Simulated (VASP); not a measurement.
Set up this calculation in VASP 6.6.1, as the native input.

```yaml
Task: single point
Functional: LDA
Potentials_or_basis: VASP PAW LDA potentials, release 64 (Ga_d, N)
Cutoff: 520 eV
k_mesh: 10 × 10 × 10
Occupations: gaussian, width 0.01 eV
Spin: no spin polarisation
Dipole_correction: no
Further_INCAR_settings: ALGO = Normal; EDIFF = 1e-06; NBANDS = 16
```

The structure of GaN lies in POSCAR:

```
GaN
1.0
    0.0000000000      2.2038781765      2.2038781765
    2.2038781765      0.0000000000      2.2038781765
    2.2038781765      2.2038781765      0.0000000000
Ga N
1 1
Direct
    0.0000000000      0.0000000000      0.0000000000
    0.2500000000      0.2500000000      0.2500000000
```

The input as run:

INCAR

```
  PREC = Accurate
  ENCUT = 520
  EDIFF = 1E-6
  ISMEAR = 0
  SIGMA = 0.01
  LREAL = F
  LASPH = T
  NELM = 60
  ALGO = Normal
  ISIF = 2
  LWAVE = F
  LCHARG = T
  GGA = CA
  LELF = T
  LVHAR = T
  NBANDS = 16
```

KPOINTS

```
Automatic mesh
0
Gamma
  10 10 10
```

Potentials or basis: VASP PAW LDA potentials, release 64 (Ga_d, N).

Launch:

```bash
$ cat potpaw_LDA.64/Ga_d/POTCAR potpaw_LDA.64/N/POTCAR > POTCAR
$ mpirun -np 1 vasp_std > vasp.out
```

It gave:

```json
{
  "Pressure": "8.3 GPa",
  "Band gap on the k mesh": "2.18 eV, direct"
}
```

Wall time 7.7 s on 1 thread of Intel(R) Xeon(R) Platinum 8488C (Sapphire Rapids), on a shared host, peak memory 0.13 GiB.
